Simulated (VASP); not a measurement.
The system is Te.

```
CELL_PARAMETERS angstrom
4.56280 0.00000 0.00000
-2.28140 3.95150 0.00000
0.00000 0.00000 7.52861
ATOMIC_POSITIONS crystal
Te 0.33333 0.66667 0.43750
Te 0.66667 0.33333 0.93750
Te 0.66667 0.33333 0.56250
Te 0.33333 0.66667 0.06250
```

| Property | Result |
| --- | --- |
| Program | VASP 6.6.1 |
| Task | relaxation of cell and atoms |
| Functional | PBE |
| Potentials or basis | VASP PAW PBE potentials, release 64 (Te) |
| Cutoff | 600 eV |
| k mesh | 6 × 6 × 2 |
| Occupations | gaussian, width 0.1 eV |
| Spin | no spin polarisation |

At the start: pressure 15.5 GPa; volume 33.93 Å³/atom.

Task: Where does the relaxation end?

Result: Over 19 steps the energy falls by 690.3 meV/atom and the volume is 56.45 Å³/atom (+66.3 %); space group P6_3/mmc (No. 194, to 0.05 Å).

The path:
| step | energy change (eV) | largest force (eV/Å) | pressure (GPa) | volume (Å³) |
| --- | --- | --- | --- | --- |
| 1 | 0.0000 | 0.2857 | 15.46 | 135.74 |
| 2 | -1.7755 | 0.4129 | -2.28 | 210.77 |
| 3 | -1.9497 | 0.5575 | 0.13 | 187.04 |
| 4 | -1.9504 | 0.5462 | -0.07 | 188.49 |
| 5 | -2.0502 | 0.7853 | -0.29 | 189.25 |
| 6 | -2.3758 | 0.7194 | -0.05 | 191.07 |
| 7 | -2.5954 | 0.4527 | 2.26 | 193.81 |
| 8 | -2.6441 | 0.0445 | 1.28 | 193.04 |
| 9 | -2.6993 | 0.1268 | 0.56 | 202.81 |
| 10 | -2.7137 | 0.1590 | 0.14 | 210.20 |
| 11 | -2.7146 | 0.1669 | 0.01 | 212.75 |
| 12 | -2.7274 | 0.1567 | 0.06 | 213.92 |
| 13 | -2.7531 | 0.0746 | 0.20 | 217.29 |
| 14 | -2.7208 | 0.2121 | 0.60 | 223.36 |
| 15 | -2.7566 | 0.0003 | 0.27 | 218.82 |
| 16 | -2.7548 | 0.1399 | -0.31 | 225.35 |
| 17 | -2.7586 | 0.0595 | 0.02 | 221.51 |
| 18 | -2.7597 | 0.0405 | 0.00 | 222.58 |
| 19 | -2.7612 | 0.0151 | -0.03 | 225.79 |

Final structure:
```
CELL_PARAMETERS angstrom
4.94281 0.00000 0.00000
-2.47140 4.28060 0.00000
0.00000 0.00000 10.67157
ATOMIC_POSITIONS crystal
Te 0.33333 0.66667 0.46350
Te 0.66667 0.33333 0.96350
Te 0.66667 0.33333 0.53650
Te 0.33333 0.66667 0.03650
```

Caveat: the k points lie up to 0.29 Å⁻¹ apart in the final cell; the volume moved by over 15 % at a fixed basis, so the end points are rough; this functional lacks dispersion, which binds the layers, so the pressure and a relaxed spacing across them are unreliable.
